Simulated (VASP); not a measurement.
Here is a VASP 6.6.1 calculation.

File POSCAR:

```
BaS
1.0
    0.0000000000      3.2117958739      3.4038612672
    3.2117958739      0.0000000000      3.4038612672
    3.2117958739      3.2117958739      0.0000000000
Ba S
1 1
Direct
    0.0000000000      0.0000000000      0.0000000000
    0.5000000000      0.5000000000      0.5000000000
```

INCAR.step1

```
ALGO     = Normal         # electronic algorithm
EDIFF    = 1E-4           # SCF threshold, eV
ENCUT    = 520            # plane-wave cutoff, eV
GGA      = PE             # functional
ISMEAR   = 0              # smearing method
LASPH    = T              # aspherical terms in the spheres
LCHARG   = F              # write CHGCAR
LREAL    = F              # projectors in reciprocal space
LWAVE    = T              # write WAVECAR
NBANDS   = 15             # bands
NELM     = 100            # most SCF steps
PREC     = Accurate       # precision mode
SIGMA    = 0.01           # smearing width, eV
```

The input INCAR.step2:

```
ALGO     = Normal         # electronic algorithm
EDIFF    = 1E-6           # SCF threshold, eV
ENCUT    = 520            # plane-wave cutoff, eV
ISIF     = 2              # what is computed and relaxed
ISMEAR   = 0              # smearing method
ISTART   = 1            
LASPH    = T              # aspherical terms in the spheres
LCHARG   = T              # write CHGCAR
LELF     = T              # ELF
LMIXTAU  = T            
LREAL    = F              # projectors in reciprocal space
LVHAR    = T            
LWAVE    = F              # write WAVECAR
METAGGA  = R2SCAN         # meta-GGA
NBANDS   = 15             # bands
NELM     = 100            # most SCF steps
PREC     = Accurate       # precision mode
SIGMA    = 0.01           # smearing width, eV
```

File KPOINTS:

```
k-points
0
Gamma
  8 8 8
```

Potentials or basis: VASP PAW PBE potentials, release 64 (Ba_sv, S).

The run is started by

```console
$ cat potpaw_PBE.64/Ba_sv/POTCAR potpaw_PBE.64/S/POTCAR > POTCAR
$ cp INCAR.step1 INCAR
$ mpirun -np 1 vasp_std > vasp.out
$ cp INCAR.step2 INCAR
$ mpirun -np 1 vasp_std > vasp.out
```

Problem. Predict the band gap on the k mesh.

Solution. 2.52 eV (least direct gap 2.69 eV).

Problem. Estimate the pressure.

Solution. -1.5 GPa.

Stress tensor (GPa, compression positive):
```
-0.35  0.00  0.00
 0.00 -0.35  0.00
 0.00  0.00 -3.74
```

Caveat: the cell differs from its parent crystal (uniaxial z strain +6.0%); the PAW data sets were made with another functional, which shifts forces and pressure a little; spin-orbit coupling is left out, which moves the levels of the heavy elements. A k mesh can miss the band edges.
